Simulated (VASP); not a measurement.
Set up this calculation in VASP 6.6.1, as the native input.

```
Task                   : single point
Functional             : r2SCAN
Potentials or basis    : VASP PAW PBE potentials, release 64 (Cd, S)
Cutoff                 : 520 eV
k mesh                 : 8 × 8 × 8
Occupations            : gaussian, width 0.02 eV
Spin                   : no spin polarisation
Dipole correction      : no
Further INCAR settings : ALGO = Normal; EDIFF = 1e-06; NBANDS = 16
```

Crystal: CdS.

```
Cd S
1.0
     0.00000    2.99693    2.99693
     2.99693    0.00000    2.99693
     2.99693    2.99693    0.00000
Cd S
1 1
Direct
  0.00000 0.00000 0.00000
  0.25000 0.25000 0.25000
```

One way to write it, as run:

POSCAR

```
CdS
1.0
    0.0000000000      2.9969275285      2.9969275285
    2.9969275285      0.0000000000      2.9969275285
    2.9969275285      2.9969275285      0.0000000000
Cd S
1 1
Direct
    0.0000000000      0.0000000000      0.0000000000
    0.2500000000      0.2500000000      0.2500000000
```

INCAR.step1

```
PREC = Accurate ; ENCUT = 520
ISMEAR = 0 ; SIGMA = 0.02
LREAL = False ; LASPH = True
NELM = 80 ; NBANDS = 16
GGA = PE ; ALGO = Normal
EDIFF = 1E-4 ; LWAVE = True
LCHARG = False
```

INCAR.step2

```
PREC = Accurate ; ENCUT = 520
EDIFF = 1E-6 ; ISMEAR = 0
SIGMA = 0.02 ; LREAL = False
LASPH = True ; NELM = 80
ALGO = Normal ; ISIF = 2
LWAVE = False ; LCHARG = True
METAGGA = R2SCAN ; LMIXTAU = True
LELF = True ; LVHAR = True
NBANDS = 16 ; ISTART = 1
```

KPOINTS

```
Automatic mesh
0
Gamma
  8 8 8
```

Potentials or basis: VASP PAW PBE potentials, release 64 (Cd, S).

Launch:

```bash
$ cat potpaw_PBE.64/Cd/POTCAR potpaw_PBE.64/S/POTCAR > POTCAR
$ cp INCAR.step1 INCAR
$ mpirun -np 1 vasp_std > vasp.out
$ cp INCAR.step2 INCAR
$ mpirun -np 1 vasp_std > vasp.out
```

Results of the run:

The pressure is -2.9 GPa and the band gap on the k mesh is 1.40 eV.

Caveat: the PAW data sets were made with another functional, which shifts forces and pressure a little.

Wall time 57 s on 1 thread of AMD EPYC 9R45 96-Core Processor (Zen 5), with other jobs on the host, peak memory 0.16 GiB.
